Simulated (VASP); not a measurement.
Here is a VASP 6.6.1 calculation.

File INCAR:

```
PREC = Accurate
ENCUT = 520
EDIFF = 1E-6
ISMEAR = 0
SIGMA = 0.1
LREAL = False
LASPH = True
NELM = 80
ALGO = Normal
ISIF = 2
LWAVE = False
LCHARG = False
GGA = PE
NBANDS = 18
```

The input KPOINTS:

```
regular mesh
0
Gamma
  6 6 2
```

File POSCAR:

```
Al2BAs2
1.0
    3.2004446900      0.0000000000      0.0000000000
   -1.6002223500      2.7716664100      0.0000000000
    0.0000000000      0.0000000000      8.3677545900
Al B As
2 1 2
Direct
    0.3333333300      0.6666666700      0.1410000000
    0.6666666700      0.3333333300      0.8590000000
    0.0000000000      0.0000000000      0.0000000000
    0.3333333300      0.6666666700      0.6670000000
    0.6666666700      0.3333333300      0.3330000000
```

Potentials or basis: VASP PAW PBE potentials, release 64 (Al, B, As).

Run with:

```sh
$ cat potpaw_PBE.64/Al/POTCAR potpaw_PBE.64/B/POTCAR potpaw_PBE.64/As/POTCAR > POTCAR
$ mpirun -np 1 vasp_std > vasp.out
```

Problem. Predict the pressure.

Solution. 15.4 GPa.

Problem. What does it give for the largest force?

Solution. 2.267 eV/Å.

Stress tensor (GPa, compression positive):
```
13.15  0.00  0.00
 0.00 13.15  0.00
 0.00  0.00 19.85
```

Caveat: the k points lie up to 0.38 Å⁻¹ apart, too coarse for converged energies and pressures of a metal; forces of over 1 eV/Å act on the atoms, so gaps and moduli don't describe the material at rest.
